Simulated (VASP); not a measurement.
A run of VASP 6.6.1 is set up as follows.

The input INCAR:

```
SYSTEM = Si
ALGO = Normal ; EDIFF = 1E-6
ENCUT = 520 ; GGA = CA
ISIF = 2 ; ISMEAR = 0
LASPH = .TRUE. ; LCHARG = .FALSE.
LREAL = Auto ; LWAVE = .FALSE.
NBANDS = 48 ; NELM = 100
PREC = Accurate ; SIGMA = 0.02
```

KPOINTS

```
k-points
0
G
  2 2 2
  0 0 0
```

The input POSCAR:

```
Si
1.0
    0.0000000000      5.4300000000      5.4300000000
    5.4300000000      0.0000000000      5.4300000000
    5.4300000000      5.4300000000      0.0000000000
Si
17
Direct
    0.0005605893      0.0009683241     -0.0012928177
    0.1220156538      0.1222976059      0.1280550645
    0.0004961326      0.0007233886      0.5003786372
    0.1251235727      0.1252278085      0.6250276243
   -0.0056225599      0.5021686004      0.0020236648
    0.1219249540      0.6284582873      0.1282420810
    0.0009054328      0.4988133517      0.5005783610
    0.1222056169      0.6282002762      0.6220512891
    0.5018370166     -0.0050786372      0.0018110497
    0.6281450276      0.1223367403      0.1280437385
    0.4987690608      0.0011268877      0.5003935543
    0.6280943831      0.1223899632      0.6219503683
    0.5020401473      0.5024125230      0.0017493554
    0.6250563536      0.6255955801      0.1248418048
    0.5021953039      0.5023188766      0.4941623389
    0.6285217311      0.6286349908      0.6216147330
    0.3751632597      0.3757255064      0.8749105893
```

Potentials or basis: VASP PAW LDA potentials, release 64 (Si).

Command:

```bash
$ cat potpaw_LDA.64/Si/POTCAR > POTCAR
$ mpirun -np 1 vasp_std > vasp.out
```

(1) Estimate the band gap on the k mesh.

(2) Predict the pressure.

## Answers

(1) zero (band 34 reaches 6.81 eV, above the bottom of band 35 at 6.57 eV).

(2) 1.8 GPa.

Caveat: the k points lie up to 0.50 Å⁻¹ apart.
